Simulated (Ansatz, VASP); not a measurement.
## ScGa3: VASP beside Ansatz

INCAR

```
  ALGO = Normal
  EDIFF = 1E-6
  ENCUT = 520
  ISIF = 2
  ISMEAR = -1
  LASPH = True
  LCHARG = False
  LREAL = False
  LWAVE = False
  NBANDS = 33
  NELM = 80
  PREC = Accurate
  SIGMA = 0.05
```

The input KPOINTS:

```
k-points
0
Gamma
  9 9 9
```

POSCAR

```
ScGa3
1.0
    4.0396553778      0.0000000000      0.0000000000
    0.0000000000      4.0396553778      0.0000000000
    0.0000000000      0.0000000000      4.0396553778
Sc Ga
1 3
Direct
    0.0000000000      0.0000000000      0.0000000000
    0.0000000000      0.5000000000      0.5000000000
    0.5000000000      0.0000000000      0.5000000000
    0.5000000000      0.5000000000      0.0000000000
```

Input for Ansatz:

```yaml
crystal:
  lattice:
    - [4.0396553778, 0.0, 0.0]
    - [0.0, 4.0396553778, 0.0]
    - [0.0, 0.0, 4.0396553778]
  atoms:
    - { symbol: Sc, position: [0.0, 0.0, 0.0] }
    - { symbol: Ga, position: [0.0, 0.5, 0.5] }
    - { symbol: Ga, position: [0.5, 0.0, 0.5] }
    - { symbol: Ga, position: [0.5, 0.5, 0.0] }
kpoints:
  mp_grid: { grid: [9, 9, 9] }
  band_path:
    path:
      - [0.0, 0.0, 0.0]
      - [0.0, 0.5, 0.0]
      - [0.5, 0.5, 0.0]
      - [0.0, 0.0, 0.0]
      - [0.5, 0.5, 0.5]
      - [0.0, 0.5, 0.0]
      - [0.5, 0.5, 0.5]
      - [0.5, 0.5, 0.0]
    npoints: 5
scf:
  occupations: { method: fermi_dirac, width: 0.05 }
hamiltonian:
  xc: lda
  pseudopotentials: { kind: all_electron, lapw: { basis_error: 0.001 } }
output:
  forces: true
  stress: true
  eigenvalues: true
```

Change from the starting cell: volume scaled by 0.96.

Alike in both runs: task single point; functional LDA; k mesh 9 × 9 × 9; occupations fermi-dirac, width 0.05 eV; no spin polarisation.

|  | VASP | Ansatz |
| --- | --- | --- |
| version | VASP 6.6.1 | Ansatz 0.2.0 |
| potentials or method | VASP PAW LDA potentials, release 64 (Sc_sv, Ga_d), cutoff 520 eV | all-electron LAPW, scalar-relativistic |

```csv
,VASP,Ansatz,Ansatz less VASP
pressure (GPa),-2.2,-2.5,-0.29
```

LDA's correlation is that of Perdew and Zunger in VASP and of Perdew and Wang (1992) in Ansatz. Ansatz ran all-electron here, and VASP with PAW potentials.
